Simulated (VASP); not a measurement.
Wanted: the native input for a VASP 6.6.1 run.

```
Task                   : single point
Functional             : PBE
Potentials or basis    : VASP PAW PBE potentials, release 64 (Ti_sv, C, H)
Cutoff                 : 520 eV
k mesh                 : 4 × 4 × 1
Occupations            : gaussian, width 0.05 eV
Spin                   : no spin polarisation
Dipole correction      : no
Further INCAR settings : LREAL = Auto; ALGO = Normal; EDIFF = 1e-06; NBANDS = 88
```

The structure of Ti12H2C lies in POSCAR:

```
Ti12H2C
1.0
    5.9000000000      0.0000000000      0.0000000000
    2.9500000000      5.1095500000      0.0000000000
    0.0000000000      0.0000000000     17.6846000000
Ti C H
12 1 2
Direct
    0.0000000000      0.0000000000      0.0565463737
    0.5000000000      0.0000000000      0.0565463737
    0.0000000000      0.5000000000      0.0565463737
    0.5000000000      0.5000000000      0.0565463737
   -0.1746288938      0.3307191436      0.1799549891
    0.3282782363      0.3286442055      0.1814738812
   -0.1725555301      0.8309130941      0.1804392522
    0.3276510654      0.8297544794      0.1795351888
   -0.0079401707     -0.0013359298      0.3086134829
    0.4912017398     -0.0088614457      0.3063368694
   -0.0086232603      0.5015705884      0.3094311435
    0.4926995349      0.4990897437      0.3096876378
    1.1921613038      0.7018326467      0.3866233898
    1.0350224870      0.8494536701      0.4240515477
    1.3371772431      0.5489322935      0.4256135282
```

These files were run (other wordings do the same):

INCAR

```
  ALGO = Normal
  EDIFF = 1E-6
  ENCUT = 520
  GGA = PE
  ISIF = 2
  ISMEAR = 0
  LASPH = T
  LCHARG = T
  LELF = T
  LREAL = Auto
  LVHAR = T
  LWAVE = F
  NBANDS = 88
  NELM = 100
  PREC = Accurate
  SIGMA = 0.05
```

KPOINTS

```
k-points
0
Gamma
  4 4 1
```

Potentials or basis: VASP PAW PBE potentials, release 64 (Ti_sv, C, H).

The run is started by

```bash
$ cat potpaw_PBE.64/Ti_sv/POTCAR potpaw_PBE.64/C/POTCAR potpaw_PBE.64/H/POTCAR > POTCAR
$ mpirun -np 1 vasp_std > vasp.out
```

Results of the run:

* Largest force: 0.149 eV/Å
* Band gap on the k mesh: zero (bands 75 and 76 overlap by 0.60 eV)

Caveat: there is no dipole correction, which matters where the two faces differ.

Wall time 38 min on 1 thread of AMD EPYC 9755 128-Core Processor (shared host), peak memory 0.77 GiB.
